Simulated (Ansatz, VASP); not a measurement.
# Br: VASP beside Ansatz

```xyz
3
Lattice="4.5976 0.0000 0.0000 0.0000 4.5976 0.0000 0.0000 0.0000 4.5976" Properties=species:S:1:pos:R:3 pbc="T T T"
Br    2.2988    0.0000    0.0000
Br    0.0000    2.2988    0.0000
Br    0.0000    0.0000    2.2988
```

Alike in both runs: task single point; functional PBEsol; k mesh 4 × 4 × 4; occupations gaussian, width 0.1 eV; collinear spin.

|  | VASP | Ansatz |
| --- | --- | --- |
| version | VASP 6.6.1 | Ansatz 0.2.0 |
| potentials or method | VASP PAW PBE potentials, release 64 (Br), cutoff 520 eV | scalar-relativistic, plane waves, PAW |
| valence electrons in the cell | 21 | 21 |

VASP gave:

- gap on the k mesh at the Fermi level (eV): none
- pressure (GPa): -2.8
- net moment per atom (μB): 0.01

Question: Which values does Ansatz return?

Answer: gap on the k mesh at the Fermi level (eV): none; pressure (GPa): -2.8; net moment per atom (μB): 0.00.

VASP's potentials were made for PBE, not for PBEsol. A gap of «none» marks a metal or a gap that the smearing closes. Ansatz's warnings: seeded moment not kept.
